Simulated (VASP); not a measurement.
**CoO: relaxation of shape and atoms at fixed volume with PBE+U**

The system is CoO.

```
Co O
1.0
     1.47264    0.85023    2.37032
    -1.47264    0.85023    2.37032
     0.00000   -1.70046    2.37032
Co O
1 1
Direct
  0.00000 0.00000 0.00000
  0.50000 0.50000 0.50000
```

This cell differs from its parent crystal: volume scaled by 0.88.

```yaml
Program: VASP 6.6.1
Task: relaxation of shape and atoms at fixed volume
Functional: PBE
Potentials_or_basis: VASP PAW PBE potentials, release 64 (Co, O)
Cutoff: 600 eV
k_mesh: 12 × 12 × 12
Occupations: gaussian, width 0.02 eV
Spin: collinear spin, ferromagnetic start
Starting_moments: "[2.88, 0.24] μB"
Hubbard_terms: Co d U = 3.32 eV
Dipole_correction: no
Further_INCAR_settings: ALGO = Normal; EDIFF = 1e-06; IBRION = 2; EDIFFG = -0.01; NSW = 50; ISIF = 4
```

```
Energy gained by relaxing                             : 1.2 meV/atom
Ionic steps                                           : 5
Pressure after relaxing                               : 17.2 GPa
Band gap on the k mesh                                : zero (filled and empty bands overlap)
Net moment                                            : 3.00 μB per cell
Site moments                                          : Co +2.72; O +0.27 μB
Valence electrons inside the program's atomic spheres : Co 7.95; O 5.04
```

Stress tensor (GPa, compression positive):
```
17.25  0.00  0.00
 0.00 17.25  0.00
 0.00  0.00 17.17
```

The path:
```csv
step,energy change (eV),largest force (eV/Å),pressure (GPa),volume (Å³)
1,0.0000,0.0000,17.66,17.81
2,-0.0007,0.0000,17.60,17.81
3,-0.0020,0.0000,17.42,17.81
4,-0.0020,0.0000,16.92,17.81
5,-0.0025,0.0000,17.22,17.81
```

Final structure:
```
Co O
1.0
     1.48955    0.85999    2.31680
    -1.48955    0.85999    2.31680
     0.00000   -1.71999    2.31680
Co O
1 1
Direct
  0.00000 0.00000 0.00000
  0.50000 0.50000 0.50000
```

Levels at points of the mesh, in eV from the Fermi level:
Spin up:
```tsv
k point	band 7	band 8	band 9	band 10	band 11	band 12
(0.00, 0.00, 0.00)	-3.10	-3.10	-2.75	1.79	17.41	17.50
(0.50, 0.00, 0.00)	-3.02	-0.28	-0.26	5.65	10.23	14.13
(0.50, 0.50, 0.00)	-3.80	-3.72	-3.20	6.65	10.72	11.48
(0.50, 0.50, 0.50)	-2.31	-0.24	-0.24	5.29	11.02	13.50
```
Spin down:
```csv
k point,band 2,band 3,band 4,band 5,band 6,band 7,band 8,band 9,band 10,band 11
"(0.00, 0.00, 0.00)",-2.58,-2.58,-2.51,-2.24,-1.06,-1.06,1.40,1.40,2.35,17.27
"(0.50, 0.00, 0.00)",-8.01,-4.45,-4.44,-1.41,-0.06,0.66,4.00,4.19,5.94,11.08
"(0.50, 0.50, 0.00)",-6.66,-4.04,-3.64,-3.05,-0.47,0.32,2.10,2.49,7.64,11.16
"(0.50, 0.50, 0.50)",-8.12,-4.83,-4.83,-0.86,0.49,0.49,4.14,4.14,5.57,11.79
```

Eigenvalues of the final occupation matrices:
| site | spin | trace | eigenvalues |
| --- | --- | --- | --- |
| site 1 d | 1 | 4.96 | 0.97 0.97 0.97 1.02 1.02 |
| site 1 d | 2 | 2.28 | 0.14 0.14 0.52 0.52 0.96 |

Run time: 9.7 min on 1 thread of Oxide Virtual Turin-like Processor, with other jobs on the host, peak memory 0.19 GiB.

Caveat: the cell differs from its parent crystal (volume scaled by 0.88); a cell with one magnetic atom can't hold antiferromagnetic order, which such compounds often take. The state reached can hang on the start; a lower one may exist.
